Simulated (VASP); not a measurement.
Set up this calculation in VASP 6.6.1, as the native input.

```yaml
Task: single point
Functional: PBE
Potentials_or_basis: VASP PAW PBE potentials, release 64 (B, As)
Cutoff: 500 eV
k_mesh: 3 × 3 × 3
Occupations: gaussian, width 0.2 eV
Spin: no spin polarisation
Dipole_correction: no
Further_INCAR_settings: ALGO = Normal; EDIFF = 1e-06; NBANDS = 27
```

The structure of B3As5 lies in POSCAR:

```
B3As5
1.0
    5.0984385584      0.0000000000      0.0000000000
    0.0000000000      5.0984385584      0.0000000000
    0.0000000000      0.0000000000      5.0984385584
B As
3 5
Direct
    0.5000000000      0.0000000000      0.0000000000
    0.0000000000      0.5000000000      0.0000000000
    0.0000000000      0.0000000000      0.5000000000
    0.7222793333      0.7222793333      0.7222793333
    0.2777206667      0.2777206667      0.7222793333
    0.2777206667      0.7222793333      0.2777206667
    0.7222793333      0.2777206667      0.2777206667
    0.0000000000      0.0000000000      0.0000000000
```

One way to write it, as run:

INCAR

```
SYSTEM = B3As5
ALGO = Normal ; EDIFF = 1E-6
ENCUT = 500 ; GGA = PE
GGA_COMPAT = .FALSE. ; ISIF = 2
ISMEAR = 0 ; LASPH = .TRUE.
LCHARG = .FALSE. ; LREAL = .FALSE.
LWAVE = .FALSE. ; NBANDS = 27
NELM = 120 ; PREC = Accurate
SIGMA = 0.2
```

KPOINTS

```
k-points
0
G
  3 3 3
  0 0 0
```

Potentials or basis: VASP PAW PBE potentials, release 64 (B, As).

Launch:

```sh
$ cat potpaw_PBE.64/B/POTCAR potpaw_PBE.64/As/POTCAR > POTCAR
$ mpirun -np 1 vasp_std > vasp.out
```

It gave:

| Property | Result |
| --- | --- |
| Pressure | 0.9 GPa |
| Largest force | 0.211 eV/Å |
| Band gap on the k mesh | 0.54 eV, direct |

Run time: 12 s on 1 thread of Intel(R) Xeon(R) Platinum 8488C (Sapphire Rapids), on a shared host, peak memory 0.23 GiB.
